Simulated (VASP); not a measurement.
Set up this calculation in VASP 6.6.1, as the native input.

```yaml
Task: single point
Functional: PBEsol
Potentials_or_basis: VASP PAW PBE potentials, release 64 (C)
Cutoff: 520 eV
k_mesh: 14 × 14 × 14
Occupations: methfessel-paxton, width 0.0565 eV
Spin: no spin polarisation
Dipole_correction: no
Further_INCAR_settings: ALGO = Normal; EDIFF = 1e-06; NBANDS = 11
```

The structure of C lies in POSCAR:

```
C
1.0
    0.0000000000      2.1755150020      3.4243649397
    1.2560096015      0.0000000000      3.4243649397
    1.2560096015      2.1755150020      0.0000000000
C
2
Direct
    0.1666666667      0.8333333333      0.1666666667
    0.8333333333      0.1666666667      0.8333333333
```

One way to write it, as run:

INCAR

```
PREC = Accurate
ENCUT = 520
EDIFF = 1E-6
ISMEAR = 1
SIGMA = 0.0565
LREAL = F
LASPH = T
NELM = 60
ALGO = Normal
ISIF = 2
LWAVE = F
LCHARG = F
GGA = PS
NBANDS = 11
```

KPOINTS

```
Automatic mesh
0
Gamma
  14 14 14
```

Potentials or basis: VASP PAW PBE potentials, release 64 (C).

Command:

```console
$ cat potpaw_PBE.64/C/POTCAR > POTCAR
$ mpirun -np 1 vasp_std > vasp.out
```

It gave:

```yaml
Pressure: -15.2 GPa
Largest_force: 0.030 eV/Å
Band_gap_on_the_k_mesh: 0.35 eV, indirect (least direct gap 0.44 eV)
```

Caveat: the PAW data sets were made with another functional, which shifts forces and pressure a little.

Wall time 110 s on 1 thread of AMD EPYC 7R43 64-Core Processor (Zen 3) (shared host), peak memory 0.15 GiB.
